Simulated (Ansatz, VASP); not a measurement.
**One calculation of ZnO, two programs**

```xyz
4
Lattice="3.1893 0.0000 0.0000 -1.5947 2.7620 0.0000 0.0000 0.0000 7.0235" Properties=species:S:1:pos:R:3 pbc="T T T"
Zn    0.0000    0.0000    5.2676
Zn    0.0000    0.0000    1.7559
O     0.0000    1.8414    1.7559
O     1.5947    0.9207    5.2676
```

Change from the starting cell: strain -0.030 along x and y, -0.015 along z, atoms carried along.

Alike in both runs: task single point; functional LDA; k mesh 9 × 9 × 4; occupations gaussian, width 0.05 eV; no spin polarisation.

```csv
,VASP,Ansatz
version,VASP 6.6.1,Ansatz 0.2.0
potentials or method,"VASP PAW LDA potentials, release 64 (Zn, O), cutoff 520 eV","scalar-relativistic, plane waves, PAW"
valence electrons in the cell,36,36
```

VASP gave:

- gap on the k mesh at the Fermi level (eV): 0.77
- least direct gap on the mesh (eV): 0.77
- pressure (GPa): 1.4
- traceless stress, the component that is largest in VASP (GPa): -3.29

**Question.** Estimate Ansatz's values.

**Answer.** gap on the k mesh at the Fermi level (eV): 0.75; least direct gap on the mesh (eV): 0.75; pressure (GPa): 0.3; traceless stress, the component that is largest in VASP (GPa): -2.11.

LDA's correlation is that of Perdew and Zunger in VASP and of Perdew and Wang (1992) in Ansatz.
